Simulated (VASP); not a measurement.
# H23C2NO10 in VASP: notebook, part 2 of 4

VASP 6.6.1. Earlier steps stand in the parts before.

**4. Single point, PBE+D3(BJ)**

Input file INCAR:

```
ALGO = Normal ; EDIFF = 1E-7
ENCUT = 520 ; GGA = PE
ISIF = 2 ; ISMEAR = -1
IVDW = 12 ; LASPH = True
LCHARG = False ; LREAL = Auto
LWAVE = False ; NBANDS = 72
NELM = 100 ; PREC = Accurate
SIGMA = 0.05
```

Input file KPOINTS:

```
k-points
0
Gamma
  1 1 1
```

Input file POSCAR:

```
H23C2NO10
1.0
    7.2873620000      0.0000000000      0.0000000000
    0.0000000000      7.2873620000      0.0000000000
    0.0000000000      0.0000000000      7.2873620000
O H C N
10 23 2 1
Direct
    0.0546425442      0.0939983495      0.7338046333
    0.7168712080      0.1296765551      0.0373523368
    0.5437632987      0.0795761210      0.5133133224
    0.5474408984      0.4454835646      0.8597624216
    0.5847109009      0.8626990123      0.8229864250
    0.3133644246      0.3396702401      0.5315366521
    0.1763189478      0.4198227013      0.1082559093
    0.2162785381      0.6931589236      0.4633226674
    0.2955802113     -0.0535859204      0.2167039321
    0.1896571077      0.7573248042      0.9025899907
    0.1511383680      0.1330522623      0.6521564319
   -0.0414004409      0.0407143216      0.6365815229
    0.8334154389      0.0921183825      0.0015643521
    0.6429349880      0.0215853144     -0.0109092975
    0.4544305607      0.1786929207      0.4665885954
    0.6398062838      0.0477127388      0.4249274292
    0.6314219055      0.3831564838      0.9290741972
    0.4492572209      0.4670414342      0.9627901015
    0.5022805235      0.9029193280      0.7160478648
    0.5627276372      0.7394582566      0.8696013729
    0.3842954419      0.2958272143      0.6341114933
    0.3111002308      0.4777997854      0.5708375678
    0.1802709952      0.3300782917     -0.0001372239
    0.1723394556      0.3371590433      0.2124088250
    0.2256920954      0.7542921568      0.3441437382
    0.2352840438      0.8047082058      0.5196805099
    0.4254214351     -0.0112935243      0.2114894251
    0.2739537298     -0.1028355666      0.0848043503
    0.1335325458      0.8656630479      0.8666922269
    0.0850513533      0.6851862169      0.9589478332
    0.7695377285      0.3769814097      0.6089858031
    0.6024265022      0.4445916094      0.4349036043
    0.8029517403      0.4222241190      0.3405759176
    0.7548410522      0.4629384405      0.4816420537
    0.7931814009      0.6602800849      0.4882287994
    0.8405510801      0.8172504673      0.4991380969
```

Potentials or basis: VASP PAW PBE potentials, release 64 (O, H, C, N).

The run is started by

```bash
> cat potpaw_PBE.64/O/POTCAR potpaw_PBE.64/H/POTCAR potpaw_PBE.64/C/POTCAR potpaw_PBE.64/N/POTCAR > POTCAR
> mpirun -np 1 vasp_gam > vasp.out
```

OUTCAR:

```text
EDIFF = 1E-7
   ENCUT = 520
   GGA = PE
   ISIF = 2
   ISMEAR = -1
   IVDW = 12
   LASPH = True
   LREAL = Auto
   NELM = 100
   PREC = Accurate
 IVDW          = 12

 ion  position               nearest neighbor table
   1  0.055  0.094  0.734-  11 0.96  12 1.07
   2  0.717  0.130  0.037-  13 0.93  14 1.02
   3  0.544  0.080  0.513-  16 0.98  15 1.03
   4  0.547  0.445  0.860-  17 0.91  18 1.05
[... 340 lines left out ...]
  -------------------------------------------------------------------------------------
  Total      -0.48804    -5.37259    -5.91089    -5.54974    -1.99666    -0.83650
  in kB      -2.02047   -22.24247   -24.47104   -22.97587    -8.26616    -3.46311
  external pressure =      -16.24 kB  Pullay stress =        0.00 kB

 VOLUME and BASIS-vectors are now :
 -----------------------------------------------------------------------------
  energy-cutoff  :      520.00
  volume of cell :      387.00
      direct lattice vectors                 reciprocal lattice vectors
     7.287362000  0.000000000  0.000000000     0.137223868  0.000000000  0.000000000
     0.000000000  7.287362000  0.000000000     0.000000000  0.137223868  0.000000000
     0.000000000  0.000000000  7.287362000     0.000000000  0.000000000  0.137223868

 POSITION                                       TOTAL-FORCE (eV/Angst)
 -----------------------------------------------------------------------------------
      0.39820      0.68500      5.34750        -2.302982     -1.424673     -1.519194
      5.22410      0.94500      0.27220        -2.665872     -0.067194      0.835485
      3.96260      0.57990      3.74070        -1.004110      0.605061     -0.334898
      3.98940      3.24640      6.26540        -4.582747      2.612584      0.390048
      4.26100      6.28680      5.99740        -0.675656      1.016333     -0.506055
      2.28360      2.47530      3.87350        -0.465113      2.146874      0.914551
[... 28 lines left out ...]
      5.78020      4.81170      3.55790         1.222318      2.482575      0.998660
      6.12540      5.95560      3.63740        -1.187805     -3.132809     -0.459731
 -----------------------------------------------------------------------------------
    total drift:                               -0.002668     -0.009649     -0.004338

  FREE ENERGIE OF THE ION-ELECTRON SYSTEM (eV)
  ---------------------------------------------------
  free  energy   TOTEN  =      -181.2262333444 eV

  energy  without entropy=     -181.2262333443  energy(sigma->0) =     -181.22623334
```

It took 36 s on 1 thread of Intel Xeon 6975P-C (Granite Rapids), shared host; peak memory 0.36 GiB.

Results:

```
Free energy                : -181.2262 eV
Pressure                   : -1.6 GPa
Largest force              : 5.290 eV/Å
Band gap on the k mesh     : 4.06 eV
Dispersion energy per atom : -0.035 eV
```

Forces in eV/Å, atoms in the order of the input:
```
O   -2.303 -1.425 -1.519
O   -2.666 -0.067  0.835
O   -1.004  0.605 -0.335
O   -4.583  2.613  0.390
O   -0.676  1.016 -0.506
O   -0.465  2.147  0.915
O    0.190 -1.285 -2.068
O   -0.134 -2.132 -1.061
O    0.700  0.210 -2.096
O   -0.157 -3.106  1.842
H    0.484  0.599 -0.382
H    1.621  0.625  2.001
H    2.490 -0.403 -0.665
H    0.287  0.788 -0.299
H    1.534 -1.288 -0.141
H   -0.256  0.131  0.162
H    2.923 -2.495  1.806
H    1.262 -0.225 -1.917
H    1.360 -0.870  1.373
H   -0.487 -0.208 -0.693
H    0.544 -0.235  0.958
H   -0.524 -1.473 -1.575
H   -0.271  1.245  1.515
H    0.083 -0.091  0.429
H    0.222 -0.641 -1.045
H    0.350  2.398  2.622
H   -0.913 -0.363  0.281
H    0.141  0.167  1.515
H   -1.415  2.769 -1.517
H    1.441  0.537 -0.528
H    0.509  0.621 -1.065
H    1.183  0.579  1.121
H    0.894 -0.586  1.164
C   -2.401  0.493 -2.052
C    1.222  2.483  0.999
N   -1.188 -3.133 -0.460
```

Caveat: the k points lie up to 0.86 Å⁻¹ apart.

**5. Single point, PBE+D3(BJ)**

Input file INCAR:

```
SYSTEM = H23C2NO10
PREC     = Accurate       ! precision mode
ENCUT    = 520            ! plane-wave cutoff, eV
EDIFF    = 1E-7           ! SCF threshold, eV
ISMEAR   = -1             ! smearing method
SIGMA    = 0.05           ! smearing width, eV
LREAL    = Auto         
LASPH    = .True.         ! aspherical terms in the spheres
NELM     = 100            ! most SCF steps
ALGO     = Normal         ! electronic algorithm
ISIF     = 2              ! what is computed and relaxed
LWAVE    = .False.        ! write WAVECAR
LCHARG   = .False.        ! write CHGCAR
GGA      = PE             ! functional
IVDW     = 12             ! dispersion correction
NBANDS   = 72             ! bands
```

Input file KPOINTS:

```
Automatic mesh
0
Gamma
  1 1 1
  0 0 0
```

Input file POSCAR:

```
H23C2NO10
1.0
    7.2873620000      0.0000000000      0.0000000000
    0.0000000000      7.2873620000      0.0000000000
    0.0000000000      0.0000000000      7.2873620000
O H C N
10 23 2 1
Direct
    0.1256284510      0.0739911095      0.7389779731
    0.6868191809      0.1600304747      0.0350332535
    0.5256360258      0.0683374862      0.5497737041
    0.5352142517      0.4594529543      0.8586920754
    0.5991880189      0.8351444597      0.8525718909
    0.2206422571      0.3734822011      0.5696162754
    0.2080999956      0.3960006378      0.0818403148
    0.2397163747      0.7086240535      0.4475007554
    0.2339255275      0.0066279128      0.1612654895
    0.1833722546      0.7482131394      0.8676802387
    0.2399084881      0.0647971104      0.6780642982
    0.0264018722      0.1187947024      0.6469968145
    0.8001935405      0.1730804645      0.1155013296
    0.7049327315      0.0662928506     -0.0510335565
    0.4396927173      0.1029453457      0.4529759877
    0.6113734984     -0.0144085061      0.4786917406
    0.5830916592      0.3306271872      0.9020959848
    0.4009269747      0.4772920571      0.9102059154
    0.4722010516      0.8539852967      0.7996172003
    0.5875926021      0.7176533840      0.9192764131
    0.3316289214      0.3406170848      0.6256447806
    0.2555657315      0.4419706335      0.4663690372
    0.1962575758      0.2883210687      0.0115542497
    0.2901187014      0.3417285981      0.1802298280
    0.1303901192      0.7503949989      0.3892903907
    0.2272976147      0.6951623921      0.5735271556
    0.3600342621     -0.0206933593      0.1594266897
    0.1858971738     -0.1012300473      0.0697783368
    0.1291825492      0.8624382870      0.8058334415
    0.0916106542      0.6795188712      0.9175748371
    0.8710147787      0.4357955595      0.6777898504
    0.6872857421      0.3905528503      0.4877485159
    0.9561072992      0.3830878719      0.4839062476
    0.8219160788      0.4526329281      0.5260065302
    0.8341152807      0.6360600722      0.4911242230
    0.8289419409      0.7981351825      0.4699917474
```

The run is started by

```bash
> cat potpaw_PBE.64/O/POTCAR potpaw_PBE.64/H/POTCAR potpaw_PBE.64/C/POTCAR potpaw_PBE.64/N/POTCAR > POTCAR
> mpirun -np 1 vasp_gam > vasp.out
```

Run time: 33 s. Hardware: 1 thread of Intel Xeon 6975P-C (Granite Rapids), shared host; peak memory 0.36 GiB.

The run converged. Its results:

| Item | Value |
| --- | --- |
| Free energy | -180.8589 eV |
| Pressure | 0.1 GPa |
| Largest force | 5.758 eV/Å |
| Band gap on the k mesh | 4.04 eV |
| Dispersion energy per atom | -0.036 eV |

Forces on the atoms (eV/Å):
```
O   -3.443  0.385 -0.145
O    1.037  2.239  2.728
O    0.366 -0.402 -1.155
O   -1.721 -1.337  0.943
O   -1.397  0.260 -0.137
O   -1.796 -1.156  0.355
O    1.356  0.788  2.119
O    1.919 -0.098 -2.686
O   -2.746 -1.775 -1.769
O    2.343  2.757 -1.599
H    1.216  0.195 -1.206
H    2.214 -0.912  1.432
H   -1.474 -0.275 -1.384
H    0.294 -2.281 -1.314
H   -0.153  0.014  0.055
H   -0.435  0.383  1.095
H   -0.812  2.111 -0.083
H    2.430 -0.714 -0.562
H    1.735 -0.308  0.592
H    0.087  0.095 -0.486
H    1.850 -0.361  1.260
H    0.394  1.670 -1.535
H   -0.603 -1.778 -1.289
H   -1.029  0.923 -1.015
H   -0.817  0.522  0.076
H   -0.749 -0.119  2.485
H    1.956 -0.389 -0.013
H    1.145  2.176  1.640
H    0.043 -0.586  0.451
H   -2.760 -2.257  1.327
H   -1.585  0.152 -1.044
H    0.876 -0.017  0.422
H   -1.367  0.195 -0.826
C    2.064 -3.288  2.104
C   -0.655  5.658 -0.847
N    0.219 -2.472  0.013
```

Stress tensor (GPa, compression positive):
```
-1.54  1.52 -2.58
 1.52  1.47 -1.08
-2.58 -1.08  0.29
```

Levels at points of the mesh, in eV from the valence-band top:
```
           k point  band 44  band 45  band 46  band 47  band 48  band 49  band 50  band 51  band 52  band 53
(0.00, 0.00, 0.00)    -0.83    -0.56    -0.21    -0.16     0.00     4.04     5.24     5.55     6.43     6.53
```

Caveat: the k points lie up to 0.86 Å⁻¹ apart; the atoms stand as in a frame of molecular dynamics.

(Part 2 of 4 ends here.)
